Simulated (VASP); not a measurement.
# LiBr (Fm-3m) in VASP: notebook

Runs on LiBr. Level: PBEsol. Tasks: single point.

All numbers are computed with VASP 6.6.1; they aren't measurements. Logs are shortened: lines on timing, memory, paths and dates and some standing lists are left out, and cuts for length are marked.

**1. The cell of the first run**

The structure is cubic, space group Fm-3m (No. 225). Conventional cell: a = 4.322 Å, b = 4.322 Å, c = 4.322 Å, α = 90.00°, β = 90.00°, γ = 90.00°. Li (site symmetry m-3m) has 6 Br at 2.16 Å within 2.9 Å. Within 2.9 Å of Br (site symmetry m-3m) lie 6 Li at 2.16 Å.

**2. Single point, PBEsol (10.09 Å³/atom)**

INCAR

```
SYSTEM = LiBr
PREC     = Accurate       ! precision mode
ENCUT    = 750            ! plane-wave cutoff, eV
EDIFF    = 1E-6           ! SCF threshold, eV
ISMEAR   = -1             ! smearing method
SIGMA    = 0.03           ! smearing width, eV
LREAL    = .FALSE.        ! projectors in reciprocal space
LASPH    = .TRUE.         ! aspherical terms in the spheres
NELM     = 120            ! most SCF steps
ALGO     = Normal         ! electronic algorithm
ISIF     = 2              ! what is computed and relaxed
LWAVE    = .FALSE.        ! write WAVECAR
LCHARG   = .FALSE.        ! write CHGCAR
GGA      = PS             ! functional
NBANDS   = 12             ! bands
GGA_COMPAT= .FALSE.
```

KPOINTS

```
Automatic mesh
0
G
  9 9 9
  0 0 0
```

POSCAR

```
LiBr
1.0
    0.0000000000      2.1610009453      2.1610009453
    2.1610009453      0.0000000000      2.1610009453
    2.1610009453      2.1610009453      0.0000000000
Li Br
1 1
Direct
    0.0000000000      0.0000000000      0.0000000000
    0.5000000000      0.5000000000      0.5000000000
```

Potentials or basis: VASP PAW PBE potentials, release 64 (Li_sv, Br).

The run is started by

```console
> cat potpaw_PBE.64/Li_sv/POTCAR potpaw_PBE.64/Br/POTCAR > POTCAR
> mpirun -np 1 vasp_std > vasp.out
```

OUTCAR:

```text
SYSTEM = LiBr
   PREC = Accurate
   ENCUT = 750
   EDIFF = 1E-6
   ISMEAR = -1
   LREAL = .FALSE.
   LASPH = .TRUE.
   NELM = 120
   ISIF = 2
   GGA = PS

 ion  position               nearest neighbor table
   1  0.000  0.000  0.000-   2 2.16   2 2.16   2 2.16   2 2.16   2 2.16   2 2.16
   2  0.500  0.500  0.500-   1 2.16   1 2.16   1 2.16   1 2.16   1 2.16   1 2.16

  LATTYP: Found a face centered cubic cell.
 ALAT       =     4.3220018906

  Lattice vectors:

 A1 = (   0.0000000000,   2.1610009453,   2.1610009453)
 A2 = (   2.1610009453,   0.0000000000,   2.1610009453)
 A3 = (   2.1610009453,   2.1610009453,   0.0000000000)

Analysis of symmetry for initial positions (statically):
=====================================================================
 Subroutine PRICEL returns:
 Original cell was already a primitive cell.

 Routine SETGRP: Setting up the symmetry group for a
 face centered cubic supercell.

 Subroutine GETGRP returns: Found 48 space group operations
 (whereof 48 operations were pure point group operations)
 out of a pool of 48 trial point group operations.

The static configuration has the point symmetry O_h .

Analysis of symmetry for dynamics (positions and initial velocities):
=====================================================================
 Subroutine PRICEL returns:
 Original cell was already a primitive cell.

 Routine SETGRP: Setting up the symmetry group for a
 face centered cubic supercell.

 Subroutine GETGRP returns: Found 48 space group operations
 (whereof 48 operations were pure point group operations)
 out of a pool of 48 trial point group operations.

The dynamic configuration has the point symmetry O_h .

 Subroutine INISYM returns: Found 48 space group operations
 (whereof 48 operations are pure point group operations),
 and found     1 'primitive' translations

----------------------------------------------------------------------------------------

                                     Primitive cell

  volume of cell :      20.1834

  direct lattice vectors                    reciprocal lattice vectors
     0.000000000  2.161000945  2.161000945    -0.231374263  0.231374263  0.231374263
     2.161000945  0.000000000  2.161000945     0.231374263 -0.231374263  0.231374263
     2.161000945  2.161000945  0.000000000     0.231374263  0.231374263 -0.231374263

  length of vectors
     3.056116845  3.056116845  3.056116845     0.400751978  0.400751978  0.400751978

  position of ions in fractional coordinates (direct lattice)
     0.000000000  0.000000000  0.000000000
[... 89 lines left out ...]
   NELECT =      10.0000    total number of electrons
   NUPDOWN=      -1.0000    fix difference up-down
   EMIN   =  10.00;   EMAX   =-10.00  energy-range for DOS
   EFERMI =   0.00;   METHOD = LEGACY
   ISMEAR =    -1;   SIGMA  =   0.03  broadening in eV -4-tet -1-fermi 0-gaus
   EFERMI_NEDOS =   21; number of points for ismear=-14 and -15
   IALGO  =     38    algorithm
   IMIX   =      4    mixing-type and parameters
     AMIX     =   0.40;   BMIX     =  1.00
     AMIX_MAG =   1.60;   BMIX_MAG =  1.00
  volume/ion in A,a.u.               =      10.09        68.10
  Fermi-wavevector in a.u.,A,eV,Ry     =   1.295418  2.447985 22.832037  1.678107
  Thomas-Fermi vector in A             =   2.426939
   LORBIT       =      0    0 simple, 1 ext, 2 COOP (PROOUT), +10 PAW based schemes
   GGA     = PS    functional components
   LHFCALC =     F    Hartree Fock is set to
   AEXX    =    0.0000 exact exchange contribution
   IVDW    =     0    specifies the selected vdW correction
   LEPSILON=     F    determine dielectric tensor
   LRPA    =     F    only Hartree local field effects (RPA)
 non-spin polarized calculation
  energy-cutoff  :      750.00
  volume of cell :       20.18
 maximum number of plane-waves:       958
   NGX = 13   NGY = 13   NGZ = 13

 number of electron      10.0000000 magnetization

 number of electron       9.9999999 magnetization

 Free energy of the ion-electron system (eV)
  ---------------------------------------------------
  ext. energy  EPLUGINS =         0.00000000
  ---------------------------------------------------
  free energy    TOTEN  =        -4.09993392 eV

  energy without entropy =       -4.09993392  energy(sigma->0) =       -4.09993392

 E-fermi :   9.0301     XC(G=0): -11.8970

 val. band max:        8.2737586495   @ k =  -0.1111   0.1111   0.0000
 cond. band min:      12.5465088836   @ k =   0.4444   0.4444   0.0000
 fundamental gap:      4.2727502342
 Fermi energy:         9.0301129121

 k-point     1 :       0.0000    0.0000    0.0000
  band No.  band energies     occupation
      1     -36.3742      2.00000
      2      -9.8177      2.00000
      3       8.1990      2.00000
      4       8.1990      2.00000
      5       8.1990      2.00000
      6      18.3270      0.00000
      7      18.3270      0.00000
      8      18.3270      0.00000
      9      18.9689      0.00000
     10      22.6776      0.00000
     11      22.8599      0.00000
     12      22.8599      0.00000
[... 331 lines left out ...]
 k-point    24 :       0.4444    0.4444    0.0000
  band No.  band energies     occupation
      1     -36.3160      2.00000
      2      -6.6874      2.00000
      3       0.1735      2.00000
      4       4.5729      2.00000
      5       4.5729      2.00000
      6      12.5465      0.00000
      7      15.3035      0.00000
      8      25.6752      0.00000
      9      25.6752      0.00000
     10      27.5919      0.00000
     11      27.8327      0.00000
     12      31.1352      0.00000

 [... further k-points ...]

------------------------ aborting loop because EDIFF is reached ----------------------------------------

  FORCE on cell =-STRESS in cart. coord.  units (eV):
  Direction    XX          YY          ZZ          XY          YZ          ZX
  --------------------------------------------------------------------------------------
  -------------------------------------------------------------------------------------
  Total       10.7321967     10.7321967     10.7321967      0.0000000      0.0000000     -0.0000000
  in kB      851.9308391    851.9308391    851.9308391      0.0000000      0.0000000     -0.0000000
  external PRESSURE =     851.9308391 kB  Pullay stress =       0.0000000 kB

 VOLUME and BASIS-vectors are now :
 -----------------------------------------------------------------------------
  energy-cutoff  :      750.00
  volume of cell :       20.18
      direct lattice vectors                 reciprocal lattice vectors
     0.000000000  2.161000945  2.161000945    -0.231374263  0.231374263  0.231374263
     2.161000945  0.000000000  2.161000945     0.231374263 -0.231374263  0.231374263
     2.161000945  2.161000945  0.000000000     0.231374263  0.231374263 -0.231374263

 POSITION                                       TOTAL-FORCE (eV/Angst)
 -----------------------------------------------------------------------------------
      0.00000      0.00000      0.00000        -0.000000      0.000000      0.000000
      2.16100      2.16100      2.16100         0.000000     -0.000000     -0.000000
 -----------------------------------------------------------------------------------
    total drift:                                0.000000      0.000000      0.000000

  FREE ENERGIE OF THE ION-ELECTRON SYSTEM (eV)
  ---------------------------------------------------
  free  energy   TOTEN  =        -4.0999339167 eV

  energy  without entropy=       -4.0999339167  energy(sigma->0) =       -4.09993392
```

stdout:

```text
POSCAR found type information on POSCAR LiBr
 POSCAR found :  2 types and       2 ions
 scaLAPACK will be used
 -----------------------------------------------------------------------------
|                                                                             |
|                                                                             |
|     You enforced a specific xc type in the INCAR file but a different       |
|     I HOPE YOU KNOW WHAT YOU ARE DOING!                                     |
|                                                                             |
 -----------------------------------------------------------------------------

 LDA part: xc-table for (Slater+PW92), standard interpolation
 POSCAR, INCAR and KPOINTS ok, starting setup
 FFT: planning ... GRIDC
 FFT: planning ... GRID_SOFT
 FFT: planning ... GRID
 WAVECAR not read
 entering main loop
```

Run time: 16 s. Hardware: 1 thread of Intel Xeon 8259CL, shared host; peak memory 0.16 GiB.

What came out:

```yaml
Free_energy: -4.0999 eV
Pressure: 85.2 GPa
Band_gap_on_the_k_mesh: 4.27 eV (least direct gap 6.53 eV)
```

Caveat: the cell stands under pressure; the PAW data sets were made with another functional, which shifts forces and pressure a little; an odd mesh through Γ misses points on the zone boundary, where band edges can lie.

**3. Single point, PBEsol (10.09 Å³/atom)**

INCAR

```
ALGO = Normal
EDIFF = 1E-6
ENCUT = 750
GGA = PS
GGA_COMPAT = False
ISIF = 2
ISMEAR = -1
LASPH = True
LCHARG = False
LREAL = False
LWAVE = False
NBANDS = 12
NELM = 120
PREC = Accurate
SIGMA = 0.03
```

KPOINTS

```
k-points
0
Gamma
  9 9 9
```

POSCAR is that of step 2.

Potentials or basis: VASP PAW PBE potentials, release 64 (Li_sv, Br).

The run is started by

```console
> cat potpaw_PBE.64/Li_sv/POTCAR potpaw_PBE.64/Br/POTCAR > POTCAR
> mpirun -np 1 vasp_std > vasp.out
```

It took 19 s on 1 thread of Intel Xeon 8259CL, shared host; peak memory 0.16 GiB.

It converged, with:

```
Free energy            : -4.0999 eV
Pressure               : 85.2 GPa
Band gap on the k mesh : 4.27 eV (least direct gap 6.53 eV)
```

Levels at points of the mesh, in eV from the valence-band top:
| k point | band 2 | band 3 | band 4 | band 5 | band 6 | band 7 | band 8 | band 9 |
| --- | --- | --- | --- | --- | --- | --- | --- | --- |
| (0.00, 0.00, 0.00) | -18.09 | -0.07 | -0.07 | -0.07 | 10.05 | 10.05 | 10.05 | 10.70 |

Caveat: the cell stands under pressure; the PAW data sets were made with another functional, which shifts forces and pressure a little; an odd mesh through Γ misses points on the zone boundary, where band edges can lie.

**4. Single point, PBEsol (14.13 Å³/atom)**

This run uses another cell than the first one, of 14.13 Å³/atom.

INCAR

```
PREC     = Accurate       # precision mode
ENCUT    = 750            # plane-wave cutoff, eV
EDIFF    = 1E-6           # SCF threshold, eV
ISMEAR   = -1             # smearing method
SIGMA    = 0.03           # smearing width, eV
LREAL    = F              # projectors in reciprocal space
LASPH    = T              # aspherical terms in the spheres
NELM     = 120            # most SCF steps
ALGO     = Normal         # electronic algorithm
ISIF     = 2              # what is computed and relaxed
LWAVE    = F              # write WAVECAR
LCHARG   = F              # write CHGCAR
GGA      = PS             # functional
NBANDS   = 12             # bands
GGA_COMPAT= F
```

KPOINTS

```
Automatic mesh
0
Gamma
  9 9 9
```

POSCAR

```
LiBr
1.0
    0.0000000000      2.4174878613      2.4174878613
    2.4174878613      0.0000000000      2.4174878613
    2.4174878613      2.4174878613      0.0000000000
Li Br
1 1
Direct
    0.0000000000      0.0000000000      0.0000000000
    0.5000000000      0.5000000000      0.5000000000
```

The run is started by

```console
> cat potpaw_PBE.64/Li_sv/POTCAR potpaw_PBE.64/Br/POTCAR > POTCAR
> mpirun -np 1 vasp_std > vasp.out
```

Run time: 20 s. Hardware: 1 thread of Intel Xeon 8259CL, shared host; peak memory 0.18 GiB.

It converged, with:

```
Free energy            : -6.3967 eV
Pressure               : 20.5 GPa
Band gap on the k mesh : 5.61 eV (least direct gap 6.12 eV)
```

Levels at points of the mesh, in eV from the valence-band top:
```
           k point  band 3  band 4  band 5  band 6  band 7  band 8
(0.00, 0.00, 0.00)   -0.02   -0.02   -0.02    7.11   10.46   10.46
```

Caveat: the cell stands under pressure; the PAW data sets were made with another functional, which shifts forces and pressure a little; an odd mesh through Γ misses points on the zone boundary, where band edges can lie.

**5. Single point, PBEsol (14.13 Å³/atom)**

This run uses another cell than the first one, of 14.13 Å³/atom.

INCAR

```
SYSTEM = LiBr
PREC = Accurate
ENCUT = 750
EDIFF = 1E-6
ISMEAR = -1
SIGMA = 0.03
LREAL = .False.
LASPH = .True.
NELM = 120
ALGO = Normal
ISIF = 2
LWAVE = .False.
LCHARG = .False.
GGA = PS
NBANDS = 12
GGA_COMPAT = .False.
```

KPOINTS

```
Automatic mesh
0
Gamma
  9 9 9
  0 0 0
```

POSCAR is that of step 4.

The run is started by

```console
> cat potpaw_PBE.64/Li_sv/POTCAR potpaw_PBE.64/Br/POTCAR > POTCAR
> mpirun -np 1 vasp_std > vasp.out
```

Run time: 20 s. Hardware: 1 thread of Intel Xeon 8259CL, shared host; peak memory 0.18 GiB.

It converged, with:

- Free energy: -6.3967 eV
- Pressure: 20.5 GPa
- Band gap on the k mesh: 5.61 eV (least direct gap 6.12 eV)

Levels at points of the mesh, in eV from the valence-band top:
```
           k point  band 1  band 2  band 3  band 4  band 5  band 6  band 7  band 8  band 9  band 10
(0.00, 0.00, 0.00)  -43.59  -15.33   -0.02   -0.02   -0.02    7.11   10.46   10.46   10.46    13.68
```

Caveat: the cell stands under pressure; the PAW data sets were made with another functional, which shifts forces and pressure a little; an odd mesh through Γ misses points on the zone boundary, where band edges can lie.
